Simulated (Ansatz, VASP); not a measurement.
One calculation of BaTiO3, two programs

The input POSCAR:

```
BaTiO3
1.0
    2.8399983158      1.6396737921      2.3313532671
   -2.8399983158      1.6396737921      2.3313532671
    0.0000000000     -3.2793475843      2.3313532671
Ba Ti O
1 1 3
Direct
   -0.0032057792     -0.0032057792     -0.0032057792
    0.4833346603      0.4833346603      0.4833346603
    0.5098255442      0.5098255442      0.0194200304
    0.0194200304      0.5098255442      0.5098255442
    0.5098255442      0.0194200304      0.5098255442
```

Contents of INCAR.step1:

```
  PREC = Accurate
  ENCUT = 1480
  ISMEAR = 0
  SIGMA = 0.01
  LREAL = False
  LASPH = True
  NELM = 120
  NBANDS = 28
  GGA = PE
  ALGO = Normal
  EDIFF = 1E-5
  LWAVE = True
  LCHARG = False
  GGA_COMPAT = False
```

INCAR.step2

```
  PREC = Accurate
  ENCUT = 1480
  EDIFF = 1E-6
  ISMEAR = 0
  SIGMA = 0.01
  LREAL = False
  LASPH = True
  NELM = 120
  ALGO = Normal
  ISIF = 2
  LWAVE = False
  LCHARG = True
  METAGGA = R2SCAN
  LMIXTAU = True
  LELF = True
  LVHAR = True
  NBANDS = 28
  ISTART = 1
  GGA_COMPAT = False
```

File KPOINTS:

```
regular mesh
0
Gamma
  6 6 6
```

Input for Ansatz:

```yaml
crystal:
  lattice:
    - [2.8399983158, 1.6396737921, 2.3313532671]
    - [-2.8399983158, 1.6396737921, 2.3313532671]
    - [0.0, -3.2793475843, 2.3313532671]
  atoms:
    - { symbol: Ba, position: [-0.0032057792, -0.0032057792, -0.0032057792] }
    - { symbol: Ti, position: [0.4833346603, 0.4833346603, 0.4833346603] }
    - { symbol: O, position: [0.5098255442, 0.5098255442, 0.0194200304] }
    - { symbol: O, position: [0.0194200304, 0.5098255442, 0.5098255442] }
    - { symbol: O, position: [0.5098255442, 0.0194200304, 0.5098255442] }
kpoints:
  mp_grid: { grid: [6, 6, 6] }
hamiltonian:
  xc: r2scan
scf:
  occupations: { method: fixed }
  n_extra_bands: 5
output:
  forces: true
  stress: true
  eigenvalues: true
```

Alike in both runs: task single point; functional r2SCAN; k mesh 6 × 6 × 6; no spin polarisation.

|  | VASP | Ansatz |
| --- | --- | --- |
| version | VASP 6.6.1 | Ansatz 0.2.0 |
| potentials or method | VASP PAW PBE potentials, release 64 (Ba_sv, Ti_sv, O_h) | plane waves, PAW |
| plane-wave cutoff (eV) | 1480 | 500 |
| occupations | gaussian, width 0.01 eV | fixed |
| valence electrons in the cell | 40 | 40 |

Ansatz gave:

| Item | Value |
| --- | --- |
| gap on the k mesh at the Fermi level (eV) | 2.87 |
| pressure (GPa) | 0.0 |
| traceless stress, the component that is largest in VASP (GPa) | 0.00 |
| rms of the force components (eV/Å) | 0.000 |

Task: What did VASP give for the same quantities?

Result: gap on the k mesh at the Fermi level (eV): 2.86; pressure (GPa): 1.8; traceless stress, the component that is largest in VASP (GPa): -0.07; rms of the force components (eV/Å): 0.051.

VASP's potentials were made for PBE, not for r2SCAN. Atom by atom the forces differ by 0.051 eV/Å (rms over components).

Spin-orbit coupling is off throughout.
